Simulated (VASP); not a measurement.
# Ru (P6_3/mmc) in VASP: a series of runs

The runs below take Ru through single point, with PBEsol.

Program: VASP 6.6.1. These are calculated values, not measurements. Logs are shortened: lines on timing, memory, paths and dates and some standing lists are left out, and cuts for length are marked.

## (1) The cell of the first run

It takes space group P6_3/mmc (No. 194, hexagonal). Conventional cell: a = 2.706 Å, b = 2.706 Å, c = 4.282 Å, α = 90.00°, β = 90.00°, γ = 120.00°. Ru (site symmetry -6m2) has 12 Ru at 2.65 to 2.71 Å within 3.5 Å.

## (2) Single point, PBEsol

Contents of INCAR:

```
PREC = Accurate
ENCUT = 520
EDIFF = 1E-6
ISMEAR = -1
SIGMA = 0.05
LREAL = False
LASPH = True
NELM = 80
ALGO = Normal
ISIF = 2
LWAVE = False
LCHARG = True
GGA = PS
LELF = True
LVHAR = True
NBANDS = 21
```

Contents of KPOINTS:

```
regular mesh
0
Gamma
  7 7 4
```

Contents of POSCAR:

```
Ru
1.0
    2.7058000000      0.0000000000      0.0000000000
   -1.3529000000      2.3432920000      0.0000000000
    0.0000000000      0.0000000000      4.2819000000
Ru
2
Direct
    0.3333333333      0.6666666667      0.2500000000
    0.6666666667      0.3333333333      0.7500000000
```

Potentials or basis: VASP PAW PBE potentials, release 64 (Ru_pv).

Launch:

```sh
$ cat potpaw_PBE.64/Ru_pv/POTCAR > POTCAR
$ mpirun -np 1 vasp_std > vasp.out
```

OUTCAR:

```text
PREC = Accurate
   ENCUT = 520
   EDIFF = 1E-6
   ISMEAR = -1
   LREAL = False
   LASPH = True
   NELM = 80
   ISIF = 2
   GGA = PS

 ion  position               nearest neighbor table
   1  0.333  0.667  0.250-   2 2.65   2 2.65   2 2.65   2 2.65   2 2.65   2 2.65
   2  0.667  0.333  0.750-   1 2.65   1 2.65   1 2.65   1 2.65   1 2.65   1 2.65

  LATTYP: Found a hexagonal cell.
 ALAT       =     2.7058000000
 C/A-ratio  =     1.5824894671

  Lattice vectors:

 A1 = (   2.7058000000,   0.0000000000,   0.0000000000)
 A2 = (  -1.3529000000,   2.3432920000,   0.0000000000)
 A3 = (   0.0000000000,   0.0000000000,   4.2819000000)

Analysis of symmetry for initial positions (statically):
=====================================================================
 Subroutine PRICEL returns:
 Original cell was already a primitive cell.

 Routine SETGRP: Setting up the symmetry group for a
 hexagonal supercell.

 Subroutine GETGRP returns: Found 24 space group operations
 (whereof 12 operations were pure point group operations)
 out of a pool of 24 trial point group operations.

The static configuration has the point symmetry D_3d.
 The point group associated with its full space group is D_6h.

Analysis of symmetry for dynamics (positions and initial velocities):
=====================================================================
 Subroutine PRICEL returns:
 Original cell was already a primitive cell.

 Routine SETGRP: Setting up the symmetry group for a
 hexagonal supercell.

 Subroutine GETGRP returns: Found 24 space group operations
 (whereof 12 operations were pure point group operations)
 out of a pool of 24 trial point group operations.

The dynamic configuration has the point symmetry D_3d.
 The point group associated with its full space group is D_6h.

 Subroutine INISYM returns: Found 24 space group operations
 (whereof 12 operations are pure point group operations),
 and found     1 'primitive' translations

----------------------------------------------------------------------------------------

                                     Primitive cell

  volume of cell :      27.1493

  direct lattice vectors                    reciprocal lattice vectors
     2.705800000  0.000000000  0.000000000     0.369576465  0.213375030  0.000000000
    -1.352900000  2.343292000  0.000000000     0.000000000  0.426750059  0.000000000
     0.000000000  0.000000000  4.281900000     0.000000000  0.000000000  0.233541185

  length of vectors
     2.705800000  2.705800400  4.281900000     0.426750122  0.426750059  0.233541185

  position of ions in fractional coordinates (direct lattice)
     0.333333333  0.666666667  0.250000000
     0.666666667  0.333333333  0.750000000

  ion indices of the primitive-cell ions
   primitive index   ion index
                 1           1
                 2           2

----------------------------------------------------------------------------------------

 KPOINTS: regular mesh

Automatic generation of k-mesh.
 Grid dimensions read from file:
 generate k-points for:    7    7    4

 Generating k-lattice:

  Cartesian coordinates                     Fractional coordinates (reciprocal lattice)
     0.052796638  0.030482147  0.000000000     0.142857143  0.000000000  0.000000000
     0.000000000  0.060964294  0.000000000     0.000000000  0.142857143  0.000000000
     0.000000000  0.000000000  0.058385296     0.000000000  0.000000000  0.250000000

  Length of vectors
     0.060964303  0.060964294  0.058385296

  Shift w.r.t. Gamma in fractional coordinates (k-lattice)
     0.000000000  0.000000000  0.000000000

 Subroutine IBZKPT returns following result:
 ===========================================

 Found     24 irreducible k-points:

 Following reciprocal coordinates:
            Coordinates               Weight
  0.000000  0.000000  0.000000      1.000000
  0.142857 -0.000000  0.000000      6.000000
  0.285714  0.000000  0.000000      6.000000
  0.428571  0.000000  0.000000      6.000000
  0.142857  0.142857  0.000000      6.000000
  0.285714  0.142857  0.000000     12.000000
[... 16 lines left out ...]
  0.428571  0.142857  0.500000      6.000000
  0.285714  0.285714  0.500000      6.000000
   k-points           NKPTS =     24   k-points in BZ     NKDIM =     24   number of bands    NBANDS=     21
   number of dos      NEDOS =    301   number of ions     NIONS =      2
   total plane-waves  NPLWV =  12800
   dimension x,y,z NGX =    20 NGY =   20 NGZ =   32
   dimension x,y,z NGXF=    40 NGYF=   40 NGZF=   64
   ions per type =               2
   NGX,Y,Z   is equivalent  to a cutoff of  12.29, 12.29, 12.42 a.u.
   NGXF,Y,Z  is equivalent  to a cutoff of  24.58, 24.58, 24.85 a.u.
 SYSTEM =  unknown system
   PREC   = accura    normal or accurate (medium, high low for compatibility)
   ISTART =      0    job   : 0-new  1-cont  2-samecut
   ICHARG =      2    charge: 1-file 2-atom 10-const
   ISPIN  =      1    spin polarized calculation?
   LNONCOLLINEAR =      F non collinear calculations
   LSORBIT =      F    spin-orbit coupling
   LASPH  =      T    aspherical Exc in radial PAW
   ENCUT  =  520.0 eV  38.22 Ry    6.18 a.u.   5.03  5.03  7.96*2*pi/ulx,y,z
   NELM   =     80;   NELMIN=  2; NELMDL= -5     # of ELM steps
   EDIFF  = 0.1E-05   stopping-criterion for ELM
   LREAL  =      F    real-space projection
   EDIFFG = 0.1E-04   stopping-criterion for IOM
   NSW    =      0    number of steps for IOM
   IBRION =     -1    ionic relax: 0-MD 1-quasi-New 2-CG
   NFREE  =      0    steps in history (QN), initial steepest desc. (CG)
   ISIF   =      2    stress and relaxation
   ISYM   =      2    0-nonsym 1-usesym 2-fastsym
   POTIM  = 0.5000    time-step for ionic-motion
   TEBEG  =    0.0;   TEEND  =   0.0 temperature during run
   PSTRESS=    0.0 pullay stress
   NELECT =      28.0000    total number of electrons
   NUPDOWN=      -1.0000    fix difference up-down
   EMIN   =  10.00;   EMAX   =-10.00  energy-range for DOS
   EFERMI =   0.00;   METHOD = LEGACY
   ISMEAR =    -1;   SIGMA  =   0.05  broadening in eV -4-tet -1-fermi 0-gaus
   EFERMI_NEDOS =   21; number of points for ismear=-14 and -15
   IALGO  =     38    algorithm
   IMIX   =      4    mixing-type and parameters
     AMIX     =   0.40;   BMIX     =  1.00
     AMIX_MAG =   1.60;   BMIX_MAG =  1.00
  volume/ion in A,a.u.               =      13.57        91.61
  Fermi-wavevector in a.u.,A,eV,Ry     =   1.654022  3.125648 37.222669  2.735789
  Thomas-Fermi vector in A             =   2.742361
   LORBIT       =      0    0 simple, 1 ext, 2 COOP (PROOUT), +10 PAW based schemes
   GGA     = PS    functional components
   LHFCALC =     F    Hartree Fock is set to
   AEXX    =    0.0000 exact exchange contribution
   IVDW    =     0    specifies the selected vdW correction
   LEPSILON=     F    determine dielectric tensor
   LRPA    =     F    only Hartree local field effects (RPA)
 non-spin polarized calculation
  energy-cutoff  :      520.00
  volume of cell :       27.15
 maximum number of plane-waves:       748
 NGX is ok and might be reduce to    20
   NGX =  9   NGY =  9   NGZ = 15

 number of electron      28.0000009 magnetization

 Free energy of the ion-electron system (eV)
  ---------------------------------------------------
  ext. energy  EPLUGINS =         0.00000000
  ---------------------------------------------------
  free energy    TOTEN  =       -20.27539701 eV

  energy without entropy =      -20.24666546  energy(sigma->0) =      -20.26103124

 E-fermi :  12.7321     XC(G=0): -14.2776

 val. band max:       12.7250175679   @ k =   0.2857   0.1429   0.0000
 cond. band min:      12.7632892039   @ k =   0.1429   0.1429   0.0000
 fundamental gap:      0.0382716360
 Fermi energy:        12.7320544424

 k-point     1 :       0.0000    0.0000    0.0000
  band No.  band energies     occupation
      1     -30.9032      2.00000
      2     -29.9112      2.00000
      3     -29.9112      2.00000
      4     -29.7510      2.00000
      5     -29.7395      2.00000
      6     -29.7395      2.00000
[... 13 lines left out ...]
     20      23.0400      0.00000
     21      23.1415      0.00000

 k-point     2 :       0.1429   -0.0000    0.0000
  band No.  band energies     occupation
      1     -30.8349      2.00000
      2     -30.0532      2.00000
      3     -29.9583      2.00000
      4     -29.8861      2.00000
      5     -29.7836      2.00000
      6     -29.7596      2.00000
[... 13 lines left out ...]
     20      23.0399      0.00000
     21      23.1027      0.00000

 k-point     3 :       0.2857    0.0000    0.0000
  band No.  band energies     occupation
      1     -30.6572      2.00000
      2     -30.3723      2.00000
      3     -30.1997      2.00000
      4     -30.0579      2.00000
      5     -29.8804      2.00000
      6     -29.8099      2.00000
[... 13 lines left out ...]
     20      23.0394      0.00000
     21      23.0616      0.00000

 k-point     4 :       0.4286    0.0000    0.0000
  band No.  band energies     occupation
      1     -30.6272      2.00000
      2     -30.4590      2.00000
      3     -30.4375      2.00000
      4     -30.1336      2.00000
      5     -30.0132      2.00000
      6     -29.8530      2.00000
[... 13 lines left out ...]
     20      23.0382      0.00000
     21      23.4958      0.00000

 k-point     5 :       0.1429    0.1429    0.0000
  band No.  band energies     occupation
      1     -30.7111      2.00000
      2     -30.2304      2.00000
      3     -30.1818      2.00000
      4     -29.9828      2.00000
      5     -29.8490      2.00000
      6     -29.8313      2.00000
[... 13 lines left out ...]
     20      23.0396      0.00000
     21      23.0744      0.00000
[... 382 lines left out ...]
     20      23.0390      0.00000
     21      28.4224      0.00000

 k-point    22 :       0.2857    0.1429    0.5000
  band No.  band energies     occupation
      1     -30.6369      2.00000
      2     -30.6369      2.00000
      3     -30.1158      2.00000
      4     -30.1158      2.00000
      5     -29.9482      2.00000
      6     -29.9482      2.00000
[... 13 lines left out ...]
     20      23.0375      0.00000
     21      25.9016      0.00000

 k-point    23 :       0.4286    0.1429    0.5000
  band No.  band energies     occupation
      1     -30.7204      2.00000
      2     -30.7204      2.00000
      3     -30.1631      2.00000
      4     -30.1631      2.00000
      5     -29.9502      2.00000
      6     -29.9502      2.00000
[... 13 lines left out ...]
     20      23.0147      0.00000
     21      23.4077      0.00000

 k-point    24 :       0.2857    0.2857    0.5000
  band No.  band energies     occupation
      1     -30.6470      2.00000
      2     -30.6470      2.00000
      3     -30.2916      2.00000
      4     -30.2916      2.00000
      5     -29.9326      2.00000
      6     -29.9326      2.00000
[... 13 lines left out ...]
     20      23.0332      0.00000
     21      24.6473      0.00000

------------------------ aborting loop because EDIFF is reached ----------------------------------------

  FORCE on cell =-STRESS in cart. coord.  units (eV):
  Direction    XX          YY          ZZ          XY          YZ          ZX
  --------------------------------------------------------------------------------------
  -------------------------------------------------------------------------------------
  Total       -0.6224595     -0.6224598     -1.7679261      0.0000000      0.0000000      0.0000000
  in kB      -36.7335658    -36.7335802   -104.3316493      0.0000000      0.0000000      0.0000000
  external PRESSURE =     -59.2662651 kB  Pullay stress =       0.0000000 kB

 VOLUME and BASIS-vectors are now :
 -----------------------------------------------------------------------------
  energy-cutoff  :      520.00
  volume of cell :       27.15
      direct lattice vectors                 reciprocal lattice vectors
     2.705800000  0.000000000  0.000000000     0.369576465  0.213375030  0.000000000
    -1.352900000  2.343292000  0.000000000     0.000000000  0.426750059  0.000000000
     0.000000000  0.000000000  4.281900000     0.000000000  0.000000000  0.233541185

 POSITION                                       TOTAL-FORCE (eV/Angst)
 -----------------------------------------------------------------------------------
     -0.00000      1.56219      1.07048         0.000000     -0.000000      0.000000
      1.35290      0.78110      3.21143        -0.000000      0.000000      0.000000
 -----------------------------------------------------------------------------------
    total drift:                               -0.000000      0.000000     -0.000000

  FREE ENERGIE OF THE ION-ELECTRON SYSTEM (eV)
  ---------------------------------------------------
  free  energy   TOTEN  =       -20.2753970080 eV

  energy  without entropy=      -20.2466654640  energy(sigma->0) =      -20.26103124
```

Wall time 9.2 s (1 thread of Intel Xeon Platinum 8259CL at 2.50GHz (Skylake/Cascade Lake), shared host); peak memory 0.14 GiB.

What came out:

```
Free energy            : -20.2754 eV
Pressure               : -5.9 GPa
Band gap on the k mesh : zero (band 14 reaches 14.04 eV, above the bottom of band 15 at 11.32 eV)
```

Stress tensor (GPa, compression positive):
```
 -3.67   0.00   0.00
  0.00  -3.67   0.00
  0.00   0.00 -10.43
```

Levels at points of the mesh, in eV from the Fermi level:
| k point | band 10 | band 11 | band 12 | band 13 | band 14 | band 15 | band 16 | band 17 | band 18 | band 19 |
| --- | --- | --- | --- | --- | --- | --- | --- | --- | --- | --- |
| (0.00, 0.00, 0.00) | -2.60 | -2.45 | -1.91 | -1.91 | -1.42 | -1.42 | 1.17 | 1.17 | 1.19 | 10.16 |
| (0.00, 0.00, 0.50) | -2.78 | -2.77 | -2.77 | -2.77 | -2.77 | 0.54 | 0.54 | 0.54 | 0.54 | 10.31 |

Caveat: the k points lie up to 0.38 Å⁻¹ apart; the PAW data sets were made with another functional, which shifts forces and pressure a little.

(Part 1 of 2 ends here.)
